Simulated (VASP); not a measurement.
# Zr3H (Im-3m) in VASP: relaxation of cell and atoms with PBE

Aim: the relaxation of cell and atoms of Zr3H with PBE.

Everything below comes from runs of VASP 6.6.1. Logs are shortened: lines on timing, memory, paths and dates and some standing lists are left out, and cuts for length are marked.

### 1 The cell of the first run

Symmetry: Im-3m, No. 229, cubic system. The conventional cell has a = 5.389 Å, b = 5.389 Å, c = 5.389 Å, α = 90.00°, β = 90.00°, γ = 90.00°. Zr (site symmetry 4/mmm) has 4 Zr at 2.69 Å and 2 H at 2.69 Å within 3.6 Å. H (site symmetry m-3m) has 6 Zr at 2.69 Å within 3.6 Å.

The cell was built from a structure type or drawn by symmetry, and may not be a known phase.

### 2 Relaxation of cell and atoms, PBE

Input file INCAR:

```
SYSTEM = Zr3H
  PREC = Accurate
  ENCUT = 600
  EDIFF = 1E-7
  ISMEAR = 0
  SIGMA = 0.1
  LREAL = .False.
  LASPH = .True.
  NELM = 100
  ALGO = Normal
  ISIF = 3
  LWAVE = .False.
  LCHARG = .False.
  GGA = PE
  IBRION = 2
  NSW = 100
  EDIFFG = -0.01
```

Input file KPOINTS:

```
regular mesh
0
Gamma
  12 12 12
  0 0 0
```

Input file POSCAR:

```
Zr3H
1.0
   -2.6945240222      2.6945240222      2.6945240222
    2.6945240222     -2.6945240222      2.6945240222
    2.6945240222      2.6945240222     -2.6945240222
Zr H
3 1
Direct
    0.0000000000      0.5000000000      0.5000000000
    0.5000000000      0.0000000000      0.5000000000
    0.5000000000      0.5000000000      0.0000000000
    0.0000000000      0.0000000000      0.0000000000
```

Potentials or basis: VASP PAW PBE potentials, release 64 (Zr_sv, H).

Started as:

```sh
$ cat potpaw_PBE.64/Zr_sv/POTCAR potpaw_PBE.64/H/POTCAR > POTCAR
$ mpirun -np 1 vasp_std > vasp.out
```

OUTCAR:

```text
SYSTEM = Zr3H
   PREC = Accurate
   ENCUT = 600
   EDIFF = 1E-7
   ISMEAR = 0
   LREAL = .False.
   LASPH = .True.
   NELM = 100
   ISIF = 3
   GGA = PE
   IBRION = 2
   NSW = 100
   EDIFFG = -0.01

 ion  position               nearest neighbor table
   1  0.000  0.500  0.500-   2 2.69   3 2.69   3 2.69   2 2.69   3 3.81   2 3.81   2 3.81   3 3.81
                             3 3.81   2 3.81   2 3.81   3 3.81
   2  0.500  0.000  0.500-   1 2.69   3 2.69   3 2.69   1 2.69   3 3.81   1 3.81   3 3.81   3 3.81
                             1 3.81   1 3.81   1 3.81   3 3.81
   3  0.500  0.500  0.000-   1 2.69   2 2.69   2 2.69   1 2.69   1 3.81   2 3.81   2 3.81   2 3.81
                             1 3.81   1 3.81   1 3.81   2 3.81
   4  0.000  0.000  0.000-

  LATTYP: Found a body centered cubic cell.
 ALAT       =     5.3890480444

  Lattice vectors:

 A1 = (  -2.6945240222,   2.6945240222,   2.6945240222)
 A2 = (   2.6945240222,  -2.6945240222,   2.6945240222)
 A3 = (   2.6945240222,   2.6945240222,  -2.6945240222)

Analysis of symmetry for initial positions (statically):
=====================================================================
 Subroutine PRICEL returns:
 Original cell was already a primitive cell.

 Routine SETGRP: Setting up the symmetry group for a
 body centered cubic supercell.

 Subroutine GETGRP returns: Found 48 space group operations
 (whereof 48 operations were pure point group operations)
 out of a pool of 48 trial point group operations.

The static configuration has the point symmetry O_h .

Analysis of symmetry for dynamics (positions and initial velocities):
=====================================================================
 Subroutine PRICEL returns:
 Original cell was already a primitive cell.

 Routine SETGRP: Setting up the symmetry group for a
 body centered cubic supercell.

 Subroutine GETGRP returns: Found 48 space group operations
 (whereof 48 operations were pure point group operations)
 out of a pool of 48 trial point group operations.

The dynamic configuration has the point symmetry O_h .

 Subroutine INISYM returns: Found 48 space group operations
 (whereof 48 operations are pure point group operations),
 and found     1 'primitive' translations

----------------------------------------------------------------------------------------

                                     Primitive cell

  volume of cell :      78.2539

  direct lattice vectors                    reciprocal lattice vectors
    -2.694524022  2.694524022  2.694524022     0.000000000  0.185561530  0.185561530
     2.694524022 -2.694524022  2.694524022     0.185561530  0.000000000  0.185561530
     2.694524022  2.694524022 -2.694524022     0.185561530  0.185561530  0.000000000

  length of vectors
     4.667052509  4.667052509  4.667052509     0.262423632  0.262423632  0.262423632

  position of ions in fractional coordinates (direct lattice)
     0.000000000  0.500000000  0.500000000
     0.500000000  0.000000000  0.500000000
     0.500000000  0.500000000  0.000000000
     0.000000000  0.000000000  0.000000000

  ion indices of the primitive-cell ions
   primitive index   ion index
                 1           1
                 2           2
                 3           3
                 4           4

----------------------------------------------------------------------------------------

 KPOINTS: regular mesh

Automatic generation of k-mesh.
 Grid dimensions read from file:
 generate k-points for:   12   12   12

[... 66 lines left out ...]
   NSW    =    100    number of steps for IOM
   IBRION =      2    ionic relax: 0-MD 1-quasi-New 2-CG
   NFREE  =      1    steps in history (QN), initial steepest desc. (CG)
   ISIF   =      3    stress and relaxation
   ISYM   =      2    0-nonsym 1-usesym 2-fastsym
   POTIM  = 0.5000    time-step for ionic-motion
   TEBEG  =    0.0;   TEEND  =   0.0 temperature during run
   PSTRESS=    0.0 pullay stress
   NELECT =      37.0000    total number of electrons
   NUPDOWN=      -1.0000    fix difference up-down
   EMIN   =  10.00;   EMAX   =-10.00  energy-range for DOS
   EFERMI =   0.00;   METHOD = LEGACY
   ISMEAR =     0;   SIGMA  =   0.10  broadening in eV -4-tet -1-fermi 0-gaus
   EFERMI_NEDOS =   21; number of points for ismear=-14 and -15
   IALGO  =     38    algorithm
   IMIX   =      4    mixing-type and parameters
     AMIX     =   0.40;   BMIX     =  1.00
     AMIX_MAG =   1.60;   BMIX_MAG =  1.00
  volume/ion in A,a.u.               =      19.56       132.02
  Fermi-wavevector in a.u.,A,eV,Ry     =   1.275381  2.410121 22.131199  1.626597
  Thomas-Fermi vector in A             =   2.408097
   LORBIT       =      0    0 simple, 1 ext, 2 COOP (PROOUT), +10 PAW based schemes
   GGA     = PE    functional components
   LHFCALC =     F    Hartree Fock is set to
   AEXX    =    0.0000 exact exchange contribution
   IVDW    =     0    specifies the selected vdW correction
   LEPSILON=     F    determine dielectric tensor
   LRPA    =     F    only Hartree local field effects (RPA)
 conjugate gradient relaxation of ions
 non-spin polarized calculation
 Gauss-broadening in eV      SIGMA  =   0.10
  energy-cutoff  :      600.00
  volume of cell :       78.25
 maximum number of plane-waves:      2646
 NGX is ok and might be reduce to    40
   NGX = 19   NGY = 19   NGZ = 19

--------------------------------------- Ionic step        1  -------------------------------------------

 number of electron      37.0000000 magnetization

 Free energy of the ion-electron system (eV)
  ---------------------------------------------------
  ext. energy  EPLUGINS =         0.00000000
  ---------------------------------------------------
  free energy    TOTEN  =       -26.18734792 eV

  energy without entropy =      -26.16447004  energy(sigma->0) =      -26.17590898

------------------------ aborting loop because EDIFF is reached ----------------------------------------

  FORCE on cell =-STRESS in cart. coord.  units (eV):
  Direction    XX          YY          ZZ          XY          YZ          ZX
  --------------------------------------------------------------------------------------
  -------------------------------------------------------------------------------------
  Total       -0.0794409     -0.0794409     -0.0794409      0.0000000      0.0000000      0.0000000
  in kB       -1.6264785     -1.6264785     -1.6264785      0.0000000      0.0000000      0.0000000
  external PRESSURE =      -1.6264785 kB  Pullay stress =       0.0000000 kB

 VOLUME and BASIS-vectors are now :
 -----------------------------------------------------------------------------
  energy-cutoff  :      600.00
  volume of cell :       78.25
      direct lattice vectors                 reciprocal lattice vectors
    -2.694524022  2.694524022  2.694524022     0.000000000  0.185561530  0.185561530
     2.694524022 -2.694524022  2.694524022     0.185561530  0.000000000  0.185561530
     2.694524022  2.694524022 -2.694524022     0.185561530  0.185561530  0.000000000

 POSITION                                       TOTAL-FORCE (eV/Angst)
 -----------------------------------------------------------------------------------
      2.69452      0.00000      0.00000         0.000000      0.000000      0.000000
      0.00000      2.69452      0.00000        -0.000000      0.000000     -0.000000
      0.00000      0.00000      2.69452        -0.000000     -0.000000      0.000000
      0.00000      0.00000      0.00000        -0.000000     -0.000000      0.000000
 -----------------------------------------------------------------------------------
    total drift:                               -0.000000     -0.000000      0.000000

  FREE ENERGIE OF THE ION-ELECTRON SYSTEM (eV)
  ---------------------------------------------------
  free  energy   TOTEN  =       -26.1873479184 eV

  energy  without entropy=      -26.1644700372  energy(sigma->0) =      -26.17590898

--------------------------------------- Ionic step        2  -------------------------------------------

 number of electron      37.0000000 magnetization

 Free energy of the ion-electron system (eV)
  ---------------------------------------------------
  ext. energy  EPLUGINS =         0.00000000
  ---------------------------------------------------
  free energy    TOTEN  =       -26.18743190 eV

  energy without entropy =      -26.16468253  energy(sigma->0) =      -26.17605722

 E-fermi :   7.7513     XC(G=0): -10.5880

 val. band max:        7.7446710566   @ k =  -0.2500   0.4167   0.0833
 cond. band min:       7.7518349669   @ k =   0.5000   0.5000   0.1667
 fundamental gap:      0.0071639104
 Fermi energy:         7.7512909291

 k-point     1 :       0.0000    0.0000    0.0000
  band No.  band energies     occupation
      1     -41.0477      2.00000
      2     -40.5691      2.00000
      3     -40.5691      2.00000
      4     -19.8758      2.00000
      5     -19.8758      2.00000
      6     -19.8758      2.00000
[... 589 lines left out ...]
     21       8.9213      0.00000
     22       9.3410      0.00000

 [... further k-points ...]

------------------------ aborting loop because EDIFF is reached ----------------------------------------

  FORCE on cell =-STRESS in cart. coord.  units (eV):
  Direction    XX          YY          ZZ          XY          YZ          ZX
  --------------------------------------------------------------------------------------
  -------------------------------------------------------------------------------------
  Total        0.0199627      0.0199627      0.0199627      0.0000000     -0.0000000      0.0000000
  in kB        0.4098952      0.4098952      0.4098952      0.0000000     -0.0000000      0.0000000
  external PRESSURE =       0.4098952 kB  Pullay stress =       0.0000000 kB

 VOLUME and BASIS-vectors are now :
 -----------------------------------------------------------------------------
  energy-cutoff  :      600.00
  volume of cell :       78.03
      direct lattice vectors                 reciprocal lattice vectors
    -2.691942373  2.691942373  2.691942373     0.000000000  0.185739489  0.185739489
     2.691942373 -2.691942373  2.691942373     0.185739489  0.000000000  0.185739489
     2.691942373  2.691942373 -2.691942373     0.185739489  0.185739489  0.000000000

 POSITION                                       TOTAL-FORCE (eV/Angst)
 -----------------------------------------------------------------------------------
      2.69194      0.00000      0.00000         0.000000     -0.000000     -0.000000
      2.69194      0.00000      2.69194        -0.000000      0.000000     -0.000000
      2.69194      2.69194      0.00000        -0.000000     -0.000000      0.000000
      0.00000      5.38388      0.00000        -0.000000     -0.000000     -0.000000
 -----------------------------------------------------------------------------------
    total drift:                                0.000000     -0.000000      0.000000

  FREE ENERGIE OF THE ION-ELECTRON SYSTEM (eV)
  ---------------------------------------------------
  free  energy   TOTEN  =       -26.1874319039 eV

  energy  without entropy=      -26.1646825271  energy(sigma->0) =      -26.17605722

 reached required accuracy - stopping structural energy minimisation
```

It took 7.4 min on 1 thread of Intel Xeon 8259CL, shared host; peak memory 0.33 GiB.

Results:

```yaml
Free_energy: -26.1874 eV
Relaxed_volume: 19.51 Å³/atom
Relaxed_cell: a = 4.663 Å, b = 4.663 Å, c = 4.663 Å, α = 109.47°, β = 109.47°, γ = 109.47°
Space_group_after_relaxing_to_0.1_Å: Im-3m (No. 229)
Energy_gained_by_relaxing: 0.0 meV/atom
Ionic_steps: 2
Pressure_after_relaxing: 0.0 GPa
Band_gap_on_the_k_mesh: zero (an odd number of electrons rules out a gap without spin polarisation)
```

Final structure:
```
Zr H
1.0
    -2.69194    2.69194    2.69194
     2.69194   -2.69194    2.69194
     2.69194    2.69194   -2.69194
Zr H
3 1
Direct
  0.00000 0.50000 0.50000
  0.50000 0.00000 0.50000
  0.50000 0.50000 0.00000
  0.00000 0.00000 0.00000
```
